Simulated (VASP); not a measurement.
# Na7H7 in VASP: single point with PBEsol

Aim: the single point of Na7H7 with PBEsol.

All numbers are computed with VASP 6.6.1; they aren't measurements. Logs are shortened: lines on timing, memory, paths and dates and some standing lists are left out, and cuts for length are marked.

### Step 1. The cell of the first run

The cell holds a cluster in a box, 14 atoms: a = 13.300 Å, b = 13.600 Å, c = 11.500 Å, α = 90.00°, β = 90.00°, γ = 90.00°.

### Step 2. Single point, PBEsol

Contents of INCAR:

```
ALGO = Normal
EDIFF = 1E-6
ENCUT = 520
GGA = PS
ISIF = 2
ISMEAR = 0
LASPH = True
LCHARG = True
LELF = True
LREAL = False
LVHAR = True
LWAVE = False
NBANDS = 41
NELM = 80
PREC = Accurate
SIGMA = 0.05
```

Contents of KPOINTS:

```
k-points
0
Gamma
  1 1 1
```

Contents of POSCAR:

```
NaH
1.0
   13.3000000000      0.0000000000      0.0000000000
    0.0000000000     13.6000000000      0.0000000000
    0.0000000000      0.0000000000     11.5000000000
Na H
7 7
Direct
    0.4227873383      0.5000000000      0.3514709644
    0.5222004404      0.3780234004      0.5991962974
    0.5222004404      0.6219765996      0.5991962974
    0.2830606228      0.5000000000      0.5770237576
    0.7656113906      0.5000000000      0.5936691638
    0.6747701152      0.3711770131      0.4016520351
    0.6747701152      0.6288229869      0.4016520351
    0.2686949599      0.5000000000      0.4037385424
    0.7678052284      0.5000000000      0.3953650015
    0.6829936537      0.3646351264      0.6018109276
    0.6829936537      0.6353648736      0.6018109276
    0.4253277448      0.5000000000      0.6600902034
    0.5136460968      0.3731648878      0.4066619234
    0.5136460968      0.6268351122      0.4066619234
```

Potentials or basis: VASP PAW PBE potentials, release 64 (Na_pv, H).

On the command line:

```console
$ cat potpaw_PBE.64/Na_pv/POTCAR potpaw_PBE.64/H/POTCAR > POTCAR
$ mpirun -np 1 vasp_gam > vasp.out
```

OUTCAR:

```text
EDIFF = 1E-6
   ENCUT = 520
   GGA = PS
   ISIF = 2
   ISMEAR = 0
   LASPH = True
   LREAL = False
   NELM = 80
   PREC = Accurate

 ion  position               nearest neighbor table
   1  0.423  0.500  0.351-
   2  0.522  0.378  0.599-
   3  0.522  0.622  0.599-
   4  0.283  0.500  0.577-
   5  0.766  0.500  0.594-
   6  0.675  0.371  0.402-
   7  0.675  0.629  0.402-
   8  0.269  0.500  0.404-
   9  0.768  0.500  0.395-
  10  0.683  0.365  0.602-
  11  0.683  0.635  0.602-
  12  0.425  0.500  0.660-
  13  0.514  0.373  0.407-
  14  0.514  0.627  0.407-

  LATTYP: Found a simple orthorhombic cell.
 ALAT       =    11.5000000000
 B/A-ratio  =     1.1565217391
 C/A-ratio  =     1.1826086957

  Lattice vectors:

 A1 = (   0.0000000000,   0.0000000000,  11.5000000000)
 A2 = (  13.3000000000,   0.0000000000,   0.0000000000)
 A3 = (   0.0000000000,  13.6000000000,   0.0000000000)

Analysis of symmetry for initial positions (statically):
=====================================================================
 Subroutine PRICEL returns:
 Original cell was already a primitive cell.

 Routine SETGRP: Setting up the symmetry group for a
 simple orthorhombic supercell.

 Subroutine GETGRP returns: Found  2 space group operations
 (whereof  2 operations were pure point group operations)
 out of a pool of  8 trial point group operations.

The static configuration has the point symmetry C_1h.

Analysis of symmetry for dynamics (positions and initial velocities):
=====================================================================
 Subroutine PRICEL returns:
 Original cell was already a primitive cell.

 Routine SETGRP: Setting up the symmetry group for a
 simple orthorhombic supercell.

 Subroutine GETGRP returns: Found  2 space group operations
 (whereof  2 operations were pure point group operations)
 out of a pool of  8 trial point group operations.

The dynamic configuration has the point symmetry C_1h.

[... 103 lines left out ...]
   NFREE  =      0    steps in history (QN), initial steepest desc. (CG)
   ISIF   =      2    stress and relaxation
   ISYM   =      2    0-nonsym 1-usesym 2-fastsym
   POTIM  = 0.5000    time-step for ionic-motion
   TEBEG  =    0.0;   TEEND  =   0.0 temperature during run
   PSTRESS=    0.0 pullay stress
   NELECT =      56.0000    total number of electrons
   NUPDOWN=      -1.0000    fix difference up-down
   EMIN   =  10.00;   EMAX   =-10.00  energy-range for DOS
   EFERMI =   0.00;   METHOD = LEGACY
   ISMEAR =     0;   SIGMA  =   0.05  broadening in eV -4-tet -1-fermi 0-gaus
   EFERMI_NEDOS =   21; number of points for ismear=-14 and -15
   IALGO  =     38    algorithm
   IMIX   =      4    mixing-type and parameters
     AMIX     =   0.40;   BMIX     =  1.00
     AMIX_MAG =   1.60;   BMIX_MAG =  1.00
  volume/ion in A,a.u.               =     148.58      1002.67
  Fermi-wavevector in a.u.,A,eV,Ry     =   0.490653  0.927200  3.275475  0.240741
  Thomas-Fermi vector in A             =   1.493624
   LORBIT       =      0    0 simple, 1 ext, 2 COOP (PROOUT), +10 PAW based schemes
   GGA     = PS    functional components
   LHFCALC =     F    Hartree Fock is set to
   AEXX    =    0.0000 exact exchange contribution
   IVDW    =     0    specifies the selected vdW correction
   LEPSILON=     F    determine dielectric tensor
   LRPA    =     F    only Hartree local field effects (RPA)
 non-spin polarized calculation
 Gauss-broadening in eV      SIGMA  =   0.05
  energy-cutoff  :      520.00
  volume of cell :     2080.12
 maximum number of plane-waves:     28027
 NGX is ok and might be reduce to    98
   NGX = 49   NGY = 51   NGZ = 43

 number of electron      55.9999992 magnetization

 Free energy of the ion-electron system (eV)
  ---------------------------------------------------
  ext. energy  EPLUGINS =         0.00000000
  ---------------------------------------------------
  free energy    TOTEN  =       -30.97625441 eV

  energy without entropy =      -30.97625441  energy(sigma->0) =      -30.97625441

 E-fermi :  -3.6072     XC(G=0):  -1.4874

 val. band max:       -3.9297593932   @ k =   0.0000   0.0000   0.0000
 cond. band min:      -0.7139028548   @ k =   0.0000   0.0000   0.0000
 fundamental gap:      3.2158565384
 Fermi energy:        -3.6072296024

 k-point     1 :       0.0000    0.0000    0.0000
  band No.  band energies     occupation
      1     -27.1939      2.00000
      2     -27.1709      2.00000
      3     -27.0403      2.00000
      4     -26.7855      2.00000
      5     -26.7627      2.00000
      6     -26.7318      2.00000
[... 32 lines left out ...]
     39       0.9702      0.00000
     40       1.0753      0.00000
 [bands above 40 left out]

------------------------ aborting loop because EDIFF is reached ----------------------------------------

  FORCE on cell =-STRESS in cart. coord.  units (eV):
  Direction    XX          YY          ZZ          XY          YZ          ZX
  --------------------------------------------------------------------------------------
  -------------------------------------------------------------------------------------
  Total        0.1479268     -0.0231964     -0.0488927      0.0000000      0.0000000      0.0121612
  in kB        0.1139381     -0.0178667     -0.0376588      0.0000000      0.0000000      0.0093669
  external PRESSURE =       0.0194709 kB  Pullay stress =       0.0000000 kB

 VOLUME and BASIS-vectors are now :
 -----------------------------------------------------------------------------
  energy-cutoff  :      520.00
  volume of cell :     2080.12
      direct lattice vectors                 reciprocal lattice vectors
    13.300000000  0.000000000  0.000000000     0.075187970  0.000000000  0.000000000
     0.000000000 13.600000000  0.000000000     0.000000000  0.073529412  0.000000000
     0.000000000  0.000000000 11.500000000     0.000000000  0.000000000  0.086956522

 POSITION                                       TOTAL-FORCE (eV/Angst)
 -----------------------------------------------------------------------------------
      5.62307      6.80000      4.04192         0.002382      0.000000     -0.000319
      6.94527      5.14112      6.89076        -0.001802     -0.004928      0.001560
      6.94527      8.45888      6.89076        -0.001802      0.004928      0.001560
      3.76471      6.80000      6.63577        -0.009844      0.000000      0.014422
     10.18263      6.80000      6.82720         0.000112      0.000000      0.016591
      8.97444      5.04801      4.61900         0.004313     -0.003974      0.009575
      8.97444      8.55199      4.61900         0.004313      0.003974      0.009575
      3.57364      6.80000      4.64299        -0.009285      0.000000     -0.007302
     10.21181      6.80000      4.54670         0.004522      0.000000     -0.015249
      9.08382      4.95904      6.92083         0.008524     -0.003291     -0.006714
      9.08382      8.64096      6.92083         0.008524      0.003291     -0.006714
      5.65686      6.80000      7.59104         0.000715      0.000000      0.003877
      6.83149      5.07504      4.67661        -0.005336     -0.001436     -0.010431
      6.83149      8.52496      4.67661        -0.005336      0.001436     -0.010431
 -----------------------------------------------------------------------------------
    total drift:                               -0.000030      0.000000      0.000686

  FREE ENERGIE OF THE ION-ELECTRON SYSTEM (eV)
  ---------------------------------------------------
  free  energy   TOTEN  =       -30.9762544079 eV

  energy  without entropy=      -30.9762544079  energy(sigma->0) =      -30.97625441
```

stdout:

```text
POSCAR found type information on POSCAR NaH
 POSCAR found :  2 types and      14 ions
 scaLAPACK will be used
 -----------------------------------------------------------------------------
|                                                                             |
|                                                                             |
|     You enforced a specific xc type in the INCAR file but a different       |
|     I HOPE YOU KNOW WHAT YOU ARE DOING!                                     |
|                                                                             |
 -----------------------------------------------------------------------------

 LDA part: xc-table for (Slater+PW92), standard interpolation
 POSCAR, INCAR and KPOINTS ok, starting setup
 FFT: planning ... GRIDC
 FFT: planning ... GRID_SOFT
 FFT: planning ... GRID
 WAVECAR not read
 entering main loop
```

Wall time 3.7 min (1 thread of Intel Xeon Platinum 8488C (Sapphire Rapids), shared host); peak memory 1.5 GiB.

What came out:

```
Free energy                     : -30.9763 eV
Largest force                   : 0.017 eV/Å
Gap between the frontier levels : 3.22 eV
```

Forces in eV/Å, atoms in the order of the input:
```
Na   0.002  0.000  0.000
Na  -0.002 -0.005  0.002
Na  -0.002  0.005  0.002
Na  -0.010  0.000  0.014
Na   0.000  0.000  0.017
Na   0.004 -0.004  0.010
Na   0.004  0.004  0.010
H   -0.009  0.000 -0.007
H    0.005  0.000 -0.015
H    0.009 -0.003 -0.007
H    0.009  0.003 -0.007
H    0.001  0.000  0.004
H   -0.005 -0.001 -0.010
H   -0.005  0.001 -0.010
```

Levels at points of the mesh, in eV from the valence-band top:
| k point | band 25 | band 26 | band 27 | band 28 | band 29 | band 30 | band 31 | band 32 |
| --- | --- | --- | --- | --- | --- | --- | --- | --- |
| (0.00, 0.00, 0.00) | -0.67 | -0.24 | -0.03 | 0.00 | 3.22 | 3.54 | 3.58 | 3.75 |

Caveat: the PAW data sets were made with another functional, which shifts forces and pressure a little.
